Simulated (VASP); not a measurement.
Input of a VASP 6.6.1 run:

Contents of INCAR:

```
  ALGO = Normal
  EDIFF = 1E-6
  ENCUT = 520
  GGA = PE
  ISIF = 2
  ISMEAR = 0
  LASPH = True
  LCHARG = False
  LREAL = False
  LWAVE = False
  NBANDS = 18
  NELM = 80
  PREC = Accurate
  SIGMA = 0.05
```

File KPOINTS:

```
k-points
0
Gamma
  12 12 8
```

The input POSCAR:

```
PtS2
1.0
    3.5431994758      0.0000000000      0.0000000000
   -1.7715997379      3.0685007567      0.0000000000
    0.0000000000      0.0000000000      5.0388000000
Pt S
1 2
Direct
    0.0000000000      0.0000000000      0.0000000000
    0.3659225383      0.7318450765      0.2500000000
    0.6666666667      0.3333333333      0.7500000000
```

Potentials or basis: VASP PAW PBE potentials, release 64 (Pt, S).

Run with:

```console
$ cat potpaw_PBE.64/Pt/POTCAR potpaw_PBE.64/S/POTCAR > POTCAR
$ mpirun -np 1 vasp_std > vasp.out
```

Q: What does it give for the pressure?

A: 3.3 GPa.

Q: Estimate the largest force.

A: 1.443 eV/Å.

Q: Predict the band gap on the k mesh.

A: 0.39 eV (least direct gap 0.52 eV).

Stress tensor (GPa, compression positive):
```
 6.71  0.00  0.00
 0.00  1.59 -4.93
 0.00 -4.93  1.62
```

Caveat: the cell differs from its parent crystal (atom 2 (S) moved by (+0.000, +0.200) A along x and y); the stress differs along the axes, from 2 to 7 GPa; spin-orbit coupling is left out, which moves the levels of the heavy elements; forces of over 1 eV/Å act on the atoms, so gaps and moduli don't describe the material at rest. A k mesh can miss the band edges.
